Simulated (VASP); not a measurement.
# HPt6S12 (a cell with a defect) in VASP: single point with PBE+D3(BJ)

Aim: the single point of HPt6S12 (a cell with a defect) with PBE+D3(BJ).

Program: VASP 6.6.1. These are calculated values, not measurements. Logs are shortened: lines on timing, memory, paths and dates and some standing lists are left out, and cuts for length are marked.

### Step 1. The cell of the first run

The cell holds a defect, 19 atoms: a = 6.206 Å, b = 6.206 Å, c = 9.325 Å, α = 90.00°, β = 90.00°, γ = 120.00°.

### Step 2. Single point, PBE+D3(BJ)

Input file INCAR:

```
PREC = Accurate
ENCUT = 520
EDIFF = 1E-6
ISMEAR = 0
SIGMA = 0.1
LREAL = Auto
LASPH = T
NELM = 100
ALGO = Normal
ISIF = 2
LWAVE = F
LCHARG = T
GGA = PE
IVDW = 12
LELF = T
LVHAR = T
NBANDS = 82
```

Input file KPOINTS:

```
regular mesh
0
Gamma
  4 4 3
```

Input file POSCAR:

```
HPt6S12
1.0
    0.0000000000     -6.2064721004      0.0000000000
    5.3749625069      3.1032360502      0.0000000000
    0.0000000000      0.0000000000      9.3245486798
Pt S H
6 12 1
Direct
    0.6681509287      0.3365435568     -0.0067115313
    0.6705895140      0.3351749892      0.5071600956
    0.0060293672     -0.0013972190     -0.0067983987
    0.0048206027      0.0009270762      0.5070693674
    0.3271237886      0.6575634705     -0.0050434613
    0.3382800870      0.6686126639      0.5073344740
    0.3340405449      0.3305273288      0.1261687874
    0.3372211450      0.3346302412      0.6362121325
    0.6711668530      0.0016087554      0.1108023600
    0.6731082374      0.0033817910      0.6368840149
    0.0001222467      0.6646386827      0.1261621383
    0.0043675309      0.6677071692      0.6362064486
    0.6702183381      0.6669854897      0.3769377072
    0.6663865915      0.6642997036      0.8636881287
    0.0032606696      0.3336804671      0.3770000158
    0.0006462317      0.3311623100      0.8608187137
    0.3367345640      1.0006347008      0.3769449998
    0.3339422814      0.9969023957      0.8637234119
   -0.2693914293      0.0608354011      0.2548975915
```

Potentials or basis: VASP PAW PBE potentials, release 64 (Pt, S, H).

Launch:

```
$ cat potpaw_PBE.64/Pt/POTCAR potpaw_PBE.64/S/POTCAR potpaw_PBE.64/H/POTCAR > POTCAR
$ mpirun -np 1 vasp_std > vasp.out
```

OUTCAR:

```text
PREC = Accurate
   ENCUT = 520
   EDIFF = 1E-6
   ISMEAR = 0
   LREAL = Auto
   LASPH = T
   NELM = 100
   ISIF = 2
   GGA = PE
   IVDW = 12
 IVDW          = 12

 ion  position               nearest neighbor table
   1  0.668  0.337  0.993-   9 2.36  14 2.37  11 2.39   7 2.40  18 2.42  16 2.42
   2  0.671  0.335  0.507-  13 2.39   8 2.39  12 2.39  10 2.40  15 2.40  17 2.40
   3  0.006  0.999  0.993-   9 2.36  18 2.37   7 2.39  11 2.40  14 2.42  16 2.42
   4  0.005  0.001  0.507-  17 2.39  12 2.39   8 2.39  10 2.39  15 2.40  13 2.40
   5  0.327  0.658  0.995-  16 2.38   7 2.39  11 2.39   9 2.39  14 2.42  18 2.42
   6  0.338  0.669  0.507-   8 2.39  12 2.39  13 2.40  17 2.40  10 2.40  15 2.41
   7  0.334  0.331  0.126-   5 2.39   3 2.39   1 2.40
   8  0.337  0.335  0.636-   2 2.39   4 2.39   6 2.39
   9  0.671  0.002  0.111-  19 1.39   3 2.36   1 2.36   5 2.39
  10  0.673  0.003  0.637-   4 2.39   2 2.40   6 2.40
  11  0.000  0.665  0.126-   5 2.39   1 2.39   3 2.40
  12  0.004  0.668  0.636-   4 2.39   2 2.39   6 2.39
  13  0.670  0.667  0.377-   2 2.39   6 2.40   4 2.40
  14  0.666  0.664  0.864-   1 2.37   3 2.42   5 2.42
  15  0.003  0.334  0.377-   2 2.40   4 2.40   6 2.41
  16  0.001  0.331  0.861-   5 2.38   3 2.42   1 2.42
  17  0.337  0.001  0.377-   4 2.39   6 2.40   2 2.40
  18  0.334  0.997  0.864-   3 2.37   1 2.42   5 2.42
  19  0.731  0.061  0.255-   9 1.39

  LATTYP: Found a hexagonal cell.
 ALAT       =     6.2064721004
 C/A-ratio  =     1.5023911377

  Lattice vectors:

 A1 = (   0.0000000000,  -6.2064721004,   0.0000000000)
 A2 = (   5.3749625069,   3.1032360502,   0.0000000000)
 A3 = (   0.0000000000,   0.0000000000,   9.3245486798)

Analysis of symmetry for initial positions (statically):
=====================================================================
 Subroutine PRICEL returns:
 Original cell was already a primitive cell.

 Routine SETGRP: Setting up the symmetry group for a
 hexagonal supercell.

 Subroutine GETGRP returns: Found  1 space group operations
 (whereof  1 operations were pure point group operations)
 out of a pool of 24 trial point group operations.

The static configuration has the point symmetry C_1 .

Analysis of symmetry for dynamics (positions and initial velocities):
=====================================================================
 Subroutine PRICEL returns:
 Original cell was already a primitive cell.

 Routine SETGRP: Setting up the symmetry group for a
 hexagonal supercell.

 Subroutine GETGRP returns: Found  1 space group operations
 (whereof  1 operations were pure point group operations)
 out of a pool of 24 trial point group operations.

The dynamic configuration has the point symmetry C_1 .

 Subroutine INISYM returns: Found  1 space group operations
 (whereof  1 operations are pure point group operations),
 and found     1 'primitive' translations

----------------------------------------------------------------------------------------

                                     Primitive cell

  volume of cell :     311.0628

  direct lattice vectors                    reciprocal lattice vectors
     0.000000000 -6.206472100  0.000000000     0.093023905 -0.161122129  0.000000000
     5.374962507  3.103236050  0.000000000     0.186047809  0.000000000  0.000000000
     0.000000000  0.000000000  9.324548680     0.000000000  0.000000000  0.107243796

  length of vectors
     6.206472100  6.206472100  9.324548680     0.186047809  0.186047809  0.107243796

  position of ions in fractional coordinates (direct lattice)
     0.668150929  0.336543557  0.993288469
     0.670589514  0.335174989  0.507160096
     0.006029367  0.998602781  0.993201601
     0.004820603  0.000927076  0.507069367
     0.327123789  0.657563471  0.994956539
     0.338280087  0.668612664  0.507334474
[... 11 lines left out ...]
     0.333942281  0.996902396  0.863723412
     0.730608571  0.060835401  0.254897591

  ion indices of the primitive-cell ions
   primitive index   ion index
                 1           1
                 2           2
                 3           3
                 4           4
                 5           5
                 6           6
[... 11 lines left out ...]
                18          18
                19          19

----------------------------------------------------------------------------------------

 KPOINTS: regular mesh

Automatic generation of k-mesh.
 Grid dimensions read from file:
 generate k-points for:    4    4    3

 Generating k-lattice:

  Cartesian coordinates                     Fractional coordinates (reciprocal lattice)
     0.023255976 -0.040280532  0.000000000     0.250000000  0.000000000  0.000000000
     0.046511952  0.000000000  0.000000000     0.000000000  0.250000000  0.000000000
     0.000000000  0.000000000  0.035747932     0.000000000  0.000000000  0.333333333

  Length of vectors
     0.046511952  0.046511952  0.035747932

  Shift w.r.t. Gamma in fractional coordinates (k-lattice)
     0.000000000  0.000000000  0.000000000

 Subroutine IBZKPT returns following result:
 ===========================================

 Found     26 irreducible k-points:

 Following reciprocal coordinates:
            Coordinates               Weight
  0.000000  0.000000  0.000000      1.000000
  0.250000  0.000000  0.000000      2.000000
  0.000000  0.250000  0.000000      2.000000
 -0.250000  0.250000  0.000000      2.000000
  0.500000  0.000000  0.000000      1.000000
  0.000000  0.500000  0.000000      1.000000
[... 16 lines left out ...]
  0.500000  0.250000  0.333333      2.000000
 -0.250000 -0.250000  0.333333      2.000000
 [... further k-points ...]
   k-points           NKPTS =     26   k-points in BZ     NKDIM =     26   number of bands    NBANDS=     82
   number of dos      NEDOS =    301   number of ions     NIONS =     19
   total plane-waves  NPLWV = 161280
   dimension x,y,z NGX =    48 NGY =   48 NGZ =   70
   dimension x,y,z NGXF=    96 NGYF=   96 NGZF=  140
   ions per type =               6  12   1
   NGX,Y,Z   is equivalent  to a cutoff of  12.86, 12.86, 12.48 a.u.
   NGXF,Y,Z  is equivalent  to a cutoff of  25.71, 25.71, 24.96 a.u.
 SYSTEM =  unknown system
   PREC   = accura    normal or accurate (medium, high low for compatibility)
   ISTART =      0    job   : 0-new  1-cont  2-samecut
   ICHARG =      2    charge: 1-file 2-atom 10-const
   ISPIN  =      1    spin polarized calculation?
   LNONCOLLINEAR =      F non collinear calculations
   LSORBIT =      F    spin-orbit coupling
   LASPH  =      T    aspherical Exc in radial PAW
   ENCUT  =  520.0 eV  38.22 Ry    6.18 a.u.  11.54 11.54 17.34*2*pi/ulx,y,z
   NELM   =    100;   NELMIN=  2; NELMDL= -5     # of ELM steps
   EDIFF  = 0.1E-05   stopping-criterion for ELM
   LREAL  =      T    real-space projection
   EDIFFG = 0.1E-04   stopping-criterion for IOM
   NSW    =      0    number of steps for IOM
   IBRION =     -1    ionic relax: 0-MD 1-quasi-New 2-CG
   NFREE  =      0    steps in history (QN), initial steepest desc. (CG)
   ISIF   =      2    stress and relaxation
   ISYM   =      2    0-nonsym 1-usesym 2-fastsym
   POTIM  = 0.5000    time-step for ionic-motion
   TEBEG  =    0.0;   TEEND  =   0.0 temperature during run
   PSTRESS=    0.0 pullay stress
   NELECT =     133.0000    total number of electrons
   NUPDOWN=      -1.0000    fix difference up-down
   EMIN   =  10.00;   EMAX   =-10.00  energy-range for DOS
   EFERMI =   0.00;   METHOD = LEGACY
   ISMEAR =     0;   SIGMA  =   0.10  broadening in eV -4-tet -1-fermi 0-gaus
   EFERMI_NEDOS =   21; number of points for ismear=-14 and -15
   IALGO  =     38    algorithm
   IMIX   =      4    mixing-type and parameters
     AMIX     =   0.40;   BMIX     =  1.00
     AMIX_MAG =   1.60;   BMIX_MAG =  1.00
  volume/ion in A,a.u.               =      16.37       110.48
  Fermi-wavevector in a.u.,A,eV,Ry     =   1.233321  2.330638 20.695549  1.521080
  Thomas-Fermi vector in A             =   2.368056
   LORBIT       =      0    0 simple, 1 ext, 2 COOP (PROOUT), +10 PAW based schemes
   GGA     = PE    functional components
   LHFCALC =     F    Hartree Fock is set to
   AEXX    =    0.0000 exact exchange contribution
   IVDW    =    12    specifies the selected vdW correction
   LEPSILON=     F    determine dielectric tensor
   LRPA    =     F    only Hartree local field effects (RPA)
 non-spin polarized calculation
 Gauss-broadening in eV      SIGMA  =   0.10
  energy-cutoff  :      520.00
  volume of cell :      311.06
 maximum number of plane-waves:      8411
 NGX is ok and might be reduce to    48
   NGX = 23   NGY = 23   NGZ = 35

 number of electron     133.0000006 magnetization

 Free energy of the ion-electron system (eV)
  ---------------------------------------------------
  ext. energy  EPLUGINS =         0.00000000
  ---------------------------------------------------
  free energy    TOTEN  =       -94.14925869 eV

  energy without entropy =      -94.11673214  energy(sigma->0) =      -94.13299541

 E-fermi :   8.2538     XC(G=0): -11.0900

 val. band max:        8.2365997182   @ k =   0.0000   0.0000   0.0000
 cond. band min:       8.2726613510   @ k =  -0.2500  -0.2500   0.3333
 fundamental gap:      0.0360616328
 Fermi energy:         8.2537721987

 k-point     1 :       0.0000    0.0000    0.0000
  band No.  band energies     occupation
      1      -8.1853      2.00000
      2      -7.2642      2.00000
      3      -6.6698      2.00000
      4      -5.9693      2.00000
      5      -5.6795      2.00000
      6      -5.6683      2.00000
[... 70 lines left out ...]
     77      10.2768      0.00000
     78      10.2941      0.00000

 k-point     2 :       0.2500    0.0000    0.0000
  band No.  band energies     occupation
      1      -7.9773      2.00000
      2      -7.1024      2.00000
      3      -6.6207      2.00000
      4      -6.1020      2.00000
      5      -5.9487      2.00000
      6      -5.8811      2.00000
[... 70 lines left out ...]
     77       9.7556      0.00000
     78      10.0194      0.00000
[... 1699 lines left out ...]
     77      10.0213      0.00000
     78      10.1541      0.00000

 k-point    24 :      -0.2500   -0.2500    0.3333
  band No.  band energies     occupation
      1      -7.6522      2.00000
      2      -6.9521      2.00000
      3      -6.5706      2.00000
      4      -6.3214      2.00000
      5      -6.3207      2.00000
      6      -6.1434      2.00000
[... 70 lines left out ...]
     77       9.8873      0.00000
     78      10.0310      0.00000

 [... further k-points ...]

 [bands above 78 left out]

------------------------ aborting loop because EDIFF is reached ----------------------------------------

 Edisp (eV)   -8.29545

 E8    (eV) :    -3.3121

  FORCE on cell =-STRESS in cart. coord.  units (eV):
  Direction    XX          YY          ZZ          XY          YZ          ZX
  --------------------------------------------------------------------------------------
  -------------------------------------------------------------------------------------
  Total       3.78209     3.00425     1.51992    -0.68787    -0.20630     0.35348
  in kB      19.48026    15.47387     7.82861    -3.54298    -1.06260     1.82068
  external pressure =       14.26 kB  Pullay stress =        0.00 kB

 VOLUME and BASIS-vectors are now :
 -----------------------------------------------------------------------------
  energy-cutoff  :      520.00
  volume of cell :      311.06
      direct lattice vectors                 reciprocal lattice vectors
     0.000000000 -6.206472100  0.000000000     0.093023905 -0.161122129  0.000000000
     5.374962507  3.103236050  0.000000000     0.186047809  0.000000000  0.000000000
     0.000000000  0.000000000  9.324548680     0.000000000  0.000000000  0.107243796

 POSITION                                       TOTAL-FORCE (eV/Angst)
 -----------------------------------------------------------------------------------
      1.80891     -3.10249      9.26197         0.011906      0.010115     -0.007668
      1.80155     -3.12187      4.72904         0.001683      0.000115     -0.006051
      5.36745      3.06148      9.26116         0.000007     -0.015459     -0.004785
      0.00498     -0.02704      4.72819        -0.003248     -0.007292     -0.001339
      3.53438      0.01029      9.27752        -0.025409      0.020455     -0.009968
      3.59377     -0.02466      4.73066        -0.000485     -0.001931     -0.001565
[... 11 lines left out ...]
      5.35831      1.02102      8.05383        -0.003935      0.003330      0.039961
      0.32699     -4.34572      2.37681         0.015273     -0.008500     -0.055315
 -----------------------------------------------------------------------------------
    total drift:                                0.005937     -0.005968      0.002900

  FREE ENERGIE OF THE ION-ELECTRON SYSTEM (eV)
  ---------------------------------------------------
  free  energy   TOTEN  =      -102.4447113330 eV

  energy  without entropy=     -102.4121847838  energy(sigma->0) =     -102.42844806
```

Run time: 24 min. Hardware: 1 thread of AMD EPYC 7R13 (Zen 3), shared host; peak memory 0.64 GiB.

What came out:

```
Free energy                : -102.4447 eV
Pressure                   : 1.4 GPa
Largest force              : 0.058 eV/Å
Band gap on the k mesh     : zero (an odd number of electrons rules out a gap without spin polarisation)
Dispersion energy per atom : -0.437 eV
```

Forces in eV/Å, atoms in the order of the input:
```
Pt   0.012  0.010 -0.008
Pt   0.002  0.000 -0.006
Pt   0.000 -0.015 -0.005
Pt  -0.003 -0.007 -0.001
Pt  -0.025  0.020 -0.010
Pt   0.000 -0.002 -0.002
S   -0.002 -0.002 -0.042
S   -0.001  0.000 -0.037
S    0.023 -0.013  0.044
S    0.001  0.005 -0.034
S   -0.002  0.001 -0.041
S   -0.003  0.003 -0.038
S   -0.002  0.000  0.039
S   -0.002  0.003  0.043
S    0.002 -0.002  0.039
S   -0.008  0.002  0.035
S   -0.002  0.003  0.039
S   -0.004  0.003  0.040
H    0.015 -0.009 -0.055
```

Caveat: spin-orbit coupling is left out, which moves the levels of the heavy elements; an odd number of electrons without spin polarisation forces a metal; a magnetic or distorted state may lie lower.

The gap in the log of VASP goes by the Fermi energy; the results here count the filled bands.